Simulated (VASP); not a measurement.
Crystal: SrO.

```
Sr O
1.0
     0.00000    2.56630    2.56630
     2.56630    0.00000    2.56630
     2.56630    2.56630    0.00000
Sr O
1 1
Direct
  0.50000 0.50000 0.50000
  0.00000 0.00000 0.00000
```

Base run:

* Program: VASP 6.6.1
* Functional: RPBE
* Potentials or basis: VASP PAW PBE potentials, release 64 (Sr_sv, O)
* Cutoff: 520 eV
* k mesh: 8 × 8 × 8
* Occupations: gaussian, width 0.01 eV
* Spin: no spin polarisation

Its results: band gap on the k mesh 3.38 eV, indirect (least direct gap 3.46 eV); pressure 7.0 GPa.

**Question.** The run is repeated on the same cell with these changes: k mesh from 8 × 8 × 8 to 5 × 5 × 5. What comes out?

**Answer.** Band gap on the k mesh 3.56 eV, indirect (least direct gap 3.67 eV); pressure 7.0 GPa.

Caveats: some runs use coarse meshes; the PAW data sets were made with another functional, which shifts forces and pressure a little.

A k mesh can miss the band edges.
